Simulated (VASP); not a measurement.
A run of VASP 6.6.1:

Contents of POSCAR:

```
PbSe
1.0
    0.0231652666      3.0887022180      3.0887022180
    3.0887022180      0.0231652666      3.0887022180
    3.1118674846      3.1118674846      0.0000000000
Pb Se
1 1
Direct
    0.0000000000      0.0000000000      0.0000000000
    0.5000000000      0.5000000000      0.5000000000
```

INCAR.step1

```
SYSTEM = PbSe
PREC     = Accurate       ! precision mode
ENCUT    = 520            ! plane-wave cutoff, eV
ISMEAR   = 0              ! smearing method
SIGMA    = 0.01           ! smearing width, eV
LREAL    = .FALSE.        ! projectors in reciprocal space
LASPH    = .TRUE.         ! aspherical terms in the spheres
NELM     = 60             ! most SCF steps
NBANDS   = 17             ! bands
GGA      = PE             ! functional
ALGO     = Normal         ! electronic algorithm
EDIFF    = 1E-4           ! SCF threshold, eV
LWAVE    = .TRUE.         ! write WAVECAR
LCHARG   = .FALSE.        ! write CHGCAR
```

Contents of INCAR.step2:

```
SYSTEM = PbSe
PREC     = Accurate       ! precision mode
ENCUT    = 520            ! plane-wave cutoff, eV
EDIFF    = 1E-6           ! SCF threshold, eV
ISMEAR   = 0              ! smearing method
SIGMA    = 0.01           ! smearing width, eV
LREAL    = .FALSE.        ! projectors in reciprocal space
LASPH    = .TRUE.         ! aspherical terms in the spheres
NELM     = 60             ! most SCF steps
ALGO     = Normal         ! electronic algorithm
ISIF     = 2              ! what is computed and relaxed
LWAVE    = .FALSE.        ! write WAVECAR
LCHARG   = .FALSE.        ! write CHGCAR
METAGGA  = R2SCAN         ! meta-GGA
LMIXTAU  = .TRUE.       
NBANDS   = 17             ! bands
ISTART   = 1
```

Contents of KPOINTS:

```
Automatic mesh
0
G
  8 8 8
  0 0 0
```

Potentials or basis: VASP PAW PBE potentials, release 64 (Pb_d, Se).

Command:

```bash
$ cat potpaw_PBE.64/Pb_d/POTCAR potpaw_PBE.64/Se/POTCAR > POTCAR
$ cp INCAR.step1 INCAR
$ mpirun -np 1 vasp_std > vasp.out
$ cp INCAR.step2 INCAR
$ mpirun -np 1 vasp_std > vasp.out
```

Hardware: 1 thread of Intel(R) Xeon(R) 6975P-C (Granite Rapids) (shared host).

Task: Estimate the wall time of this run.

Result: Run time: 120 s on 1 thread of Intel(R) Xeon(R) 6975P-C (Granite Rapids) (shared host), peak memory 0.25 GiB. Counts: k points 95.
